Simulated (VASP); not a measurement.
# NaCl (Fm-3m) in VASP: further runs

NaCl is run at these levels: LDA; tasks: vibrations by perturbation theory, elastic constants.

All numbers are computed with VASP 6.6.1; they aren't measurements. Logs are shortened: lines on timing, memory, paths and dates and some standing lists are left out, and cuts for length are marked.

## Step 1: The cell of the first run

The structure is cubic, space group Fm-3m (No. 225). The conventional cell has a = 5.464 Å, b = 5.464 Å, c = 5.464 Å, α = 90.00°, β = 90.00°, γ = 90.00°. Na (site symmetry m-3m) has 6 Cl at 2.73 Å within 3.6 Å. Cl (site symmetry m-3m) has 6 Na at 2.73 Å within 3.6 Å.

## Step 2: Vibrations by perturbation theory, LDA

The input, INCAR:

```
SYSTEM = NaCl
ALGO = Normal
EDIFF = 1E-8
ENCUT = 520
IBRION = 8
ISIF = 2
ISMEAR = 0
LASPH = .TRUE.
LCHARG = .FALSE.
LEPSILON = .TRUE.
LREAL = .FALSE.
LWAVE = .FALSE.
NELM = 80
NSW = 1
PREC = Accurate
SIGMA = 0.01
```

The input, KPOINTS:

```
k-points
0
G
  8 8 8
  0 0 0
```

The input, POSCAR:

```
NaCl
1.0
    0.0000000000      2.7321951133      2.7321951133
    2.7321951133      0.0000000000      2.7321951133
    2.7321951133      2.7321951133      0.0000000000
Na Cl
1 1
Direct
    0.0000000000      0.0000000000      0.0000000000
    0.5000000000      0.5000000000      0.5000000000
```

Potentials or basis: VASP PAW LDA potentials, release 64 (Na_pv, Cl).

Launch:

```bash
$ cat potpaw_LDA.64/Na_pv/POTCAR potpaw_LDA.64/Cl/POTCAR > POTCAR
$ mpirun -np 1 vasp_std > vasp.out
```

OUTCAR:

```text
SYSTEM = NaCl
   EDIFF = 1E-8
   ENCUT = 520
   IBRION = 8
   ISIF = 2
   ISMEAR = 0
   LASPH = .TRUE.
   LEPSILON = .TRUE.
   LREAL = .FALSE.
   NELM = 80
   NSW = 1
   PREC = Accurate

 ion  position               nearest neighbor table
   1  0.000  0.000  0.000-
   2  0.500  0.500  0.500-

  LATTYP: Found a face centered cubic cell.
 ALAT       =     5.4643902266

  Lattice vectors:

 A1 = (   0.0000000000,   2.7321951133,   2.7321951133)
 A2 = (   2.7321951133,   0.0000000000,   2.7321951133)
 A3 = (   2.7321951133,   2.7321951133,   0.0000000000)

Analysis of symmetry for initial positions (statically):
=====================================================================
 Subroutine PRICEL returns:
 Original cell was already a primitive cell.

 Routine SETGRP: Setting up the symmetry group for a
 face centered cubic supercell.

 Subroutine GETGRP returns: Found 48 space group operations
 (whereof 48 operations were pure point group operations)
 out of a pool of 48 trial point group operations.

The static configuration has the point symmetry O_h .

Analysis of symmetry for dynamics (positions and initial velocities):
=====================================================================
 Subroutine PRICEL returns:
 Original cell was already a primitive cell.

 Routine SETGRP: Setting up the symmetry group for a
 face centered cubic supercell.

 Subroutine GETGRP returns: Found 48 space group operations
 (whereof 48 operations were pure point group operations)
 out of a pool of 48 trial point group operations.
[... 569 lines left out ...]

------------------------ aborting loop because EDIFF is reached ----------------------------------------

 INTERNAL STRAIN TENSOR  FOR ION    2  DIRECTION 1   (eV/Angst):
 -----------------------------------------------------------------------------
     0.00698 -0.00000  0.00000
     0.00000  0.00204  0.00000
    -0.00000  0.00000  0.00204

 MACROSCOPIC STATIC DIELECTRIC TENSOR (including local field effects in DFT)
 ------------------------------------------------------
           2.666627     0.000000    -0.000000
          -0.000000     2.666627    -0.000000
           0.000000    -0.000000     2.666627
 ------------------------------------------------------

 PIEZOELECTRIC TENSOR (including local field effects)  for field in x, y, z        (e  Angst)
          XX          YY          ZZ          XY          YZ          ZX
  --------------------------------------------------------------------------------
  x     0.00000     0.00000     0.00000     0.00000     0.00000     0.00000
  y     0.00000     0.00000     0.00000     0.00000     0.00000     0.00000
  z     0.00000     0.00000     0.00000     0.00000     0.00000     0.00000

 PIEZOELECTRIC TENSOR (including local field effects)  for field in x, y, z        (C/m^2)
          XX          YY          ZZ          XY          YZ          ZX
  --------------------------------------------------------------------------------
  x     0.00000     0.00000     0.00000     0.00000     0.00000     0.00000
  y     0.00000     0.00000     0.00000     0.00000     0.00000     0.00000
  z     0.00000     0.00000     0.00000     0.00000     0.00000     0.00000

 BORN EFFECTIVE CHARGES (including local field effects) (in |e|, cummulative output)
 ---------------------------------------------------------------------------------
 ion    1
    1     1.07057     0.00000     0.00000
    2     0.00000     1.07057     0.00000
    3     0.00000     0.00000     1.07057
 ion    2
    1    -1.07057     0.00000     0.00000
    2     0.00000    -1.07057     0.00000
    3     0.00000     0.00000    -1.07057

 INTERNAL STRAIN TENSOR FOR ION    2 for displacements in x,y,z  (eV/Angst):
          X           Y           Z          XY          YZ          ZX
  --------------------------------------------------------------------------------
  x     0.00000     0.00000     0.00000     0.00000     0.00000     0.00000
  y     0.00000     0.00000     0.00000     0.00000     0.00000     0.00000
  z     0.00000     0.00000     0.00000     0.00000     0.00000     0.00000

 SECOND DERIVATIVES (NOT SYMMETRIZED)
 ------------------------------------
               1X          1Y          1Z          2X          2Y          2Z
  1X    -1.830041    0.000000    0.000000    1.830041    0.000000    0.000000
  1Y     0.000000   -1.830041    0.000000    0.000000    1.830041    0.000000
  1Z     0.000000    0.000000   -1.830041    0.000000    0.000000    1.830041
  2X     1.830215    0.000000    0.000000   -1.830215    0.000000    0.000000
  2Y     0.000000    1.830215    0.000000    0.000000   -1.830215    0.000000
  2Z     0.000000    0.000000    1.830215    0.000000    0.000000   -1.830215

 Eigenvectors and eigenvalues of the dynamical matrix
 ----------------------------------------------------

   1 f  =    5.663169 THz    35.582739 2PiTHz  188.902976 cm-1    23.420973 meV
             X         Y         Z           dx          dy          dz
      0.000000  0.000000  0.000000     0.778847   -0.000000    0.000000
      2.732195  2.732195  2.732195    -0.627214    0.000000    0.000000
[... 21 lines left out ...]
   6 f/i=    0.000131 THz     0.000826 2PiTHz    0.004386 cm-1     0.000544 meV
             X         Y         Z           dx          dy          dz
      0.000000  0.000000  0.000000     0.000000    0.000000   -0.627214
      2.732195  2.732195  2.732195     0.000000    0.000000   -0.778847

--------------------------------------------------------------------------------------------------------

 MACROSCOPIC STATIC DIELECTRIC TENSOR IONIC CONTRIBUTION
 ------------------------------------------------------
           2.778094     0.000000     0.000000
           0.000000     2.778094    -0.000000
           0.000000    -0.000000     2.778094
 ------------------------------------------------------

 ELASTIC MODULI CONTR FROM IONIC RELAXATION (kBar)
 Direction    XX          YY          ZZ          XY          YZ          ZX
 --------------------------------------------------------------------------------
 XX           0.0000      0.0000      0.0000      0.0000      0.0000      0.0000
 YY           0.0000      0.0000      0.0000      0.0000      0.0000      0.0000
 ZZ           0.0000      0.0000      0.0000      0.0000      0.0000      0.0000
 XY           0.0000      0.0000      0.0000      0.0000      0.0000      0.0000
 YZ           0.0000      0.0000      0.0000      0.0000      0.0000      0.0000
 ZX           0.0000      0.0000      0.0000      0.0000      0.0000      0.0000
 --------------------------------------------------------------------------------

 PIEZOELECTRIC TENSOR IONIC CONTR  for field in x, y, z        (C/m^2)
          XX          YY          ZZ          XY          YZ          ZX
  --------------------------------------------------------------------------------
  x     0.00000     0.00000     0.00000     0.00000     0.00000     0.00000
  y     0.00000     0.00000     0.00000     0.00000     0.00000     0.00000
  z     0.00000     0.00000     0.00000     0.00000     0.00000     0.00000
```

stdout:

```text
POSCAR found type information on POSCAR NaCl
 POSCAR found :  2 types and       2 ions
 scaLAPACK will be used
 LDA part: xc-table for (Slater(with rela. corr.)+CA(PZ))
 , standard interpolation
 POSCAR, INCAR and KPOINTS ok, starting setup
 FFT: planning ... GRIDC
 FFT: planning ... GRID_SOFT
 FFT: planning ... GRID
 WAVECAR not read
 entering main loop
[... 23 lines left out ...]
  Direction:   3
 dielectric tensor                  component  3 :     0.011     0.143     2.667
 Linear response DOF=           2
 Linear response progress:
 first order change of Fermi-energy   0.27329E-02
 force on displaced ion       1 direction 1 :  -1.830   0.000   0.000
 Born effective charge ion    1 direction 1 :   1.071   0.000   0.000
 Linear response progress:
 first order change of Fermi-energy  -0.40162E-02
 force on displaced ion       2 direction 1 :  -1.830   0.000   0.000
 Born effective charge ion    2 direction 1 :  -1.070   0.000   0.000
 Born effective charges drift removed
 Linear response finished
```

It took 2.4 min on 1 thread of Intel Xeon Platinum 8488C (Sapphire Rapids), shared host; peak memory 0.2 GiB.

What came out:

```
Electronic dielectric tensor (diagonal)                 : 2.67
Born charges (mean of the diagonal)                     : Na +1.07; Cl -1.07 e
Highest phonon frequency at Γ, LO-TO splitting left out : 189 cm⁻¹
```

Phonon frequencies in cm⁻¹ (negative: imaginary):
```csv
q point,frequencies
"(0.000, 0.000, 0.000)",0 0 0 189 189 189
```

Electronic dielectric tensor:
```
2.67 0.00 0.00
0.00 2.67 0.00
0.00 0.00 2.67
```

Born effective charge tensors (e):
atom 1, Na
```
1.07 0.00 0.00
0.00 1.07 0.00
0.00 0.00 1.07
```
atom 2, Cl
```
-1.07  0.00  0.00
 0.00 -1.07  0.00
 0.00  0.00 -1.07
```

## Step 3: Elastic constants, LDA

The input, INCAR:

```
PREC = Accurate
ENCUT = 600
EDIFF = 1E-8
ISMEAR = 0
SIGMA = 0.01
LREAL = False
LASPH = True
NELM = 80
ALGO = Normal
ISIF = 3
LWAVE = False
LCHARG = False
IBRION = 6
NFREE = 2
POTIM = 0.015
NSW = 1
```

The input, KPOINTS:

```
regular mesh
0
Gamma
  8 8 8
```

POSCAR is that of step 2.

Potentials or basis: VASP PAW LDA potentials, release 64 (Na_pv, Cl).

Launch:

```bash
$ cat potpaw_LDA.64/Na_pv/POTCAR potpaw_LDA.64/Cl/POTCAR > POTCAR
$ mpirun -np 1 vasp_std > vasp.out
```

It took 3.3 min on 1 thread of Intel Xeon Platinum 8488C (Sapphire Rapids), shared host; peak memory 0.24 GiB.

Results (log left out):

| Property | Result |
| --- | --- |
| Elastic constants C11, C12, C44 | 71, 13, 13 GPa |
| Voigt bulk modulus | 32 GPa |
| Highest phonon frequency at Γ, LO-TO splitting left out | 190 cm⁻¹ |

Phonon frequencies in cm⁻¹ (negative: imaginary):
```csv
q point,frequencies
"(0.000, 0.000, 0.000)",0 0 0 190 190 190
```

Elastic tensor in Voigt notation (GPa, in the Cartesian axes of the cell as first typed):
```
71 13 13  0  0  0
13 71 13  0  0  0
13 13 71  0  0  0
 0  0  0 13  0  0
 0  0  0  0 13  0
 0  0  0  0  0 13
```

Clamped-ion elastic tensor (GPa):
```
71 13 13  0  0  0
13 71 13  0  0  0
13 13 71  0  0  0
 0  0  0 13  0  0
 0  0  0  0 13  0
 0  0  0  0  0 13
```
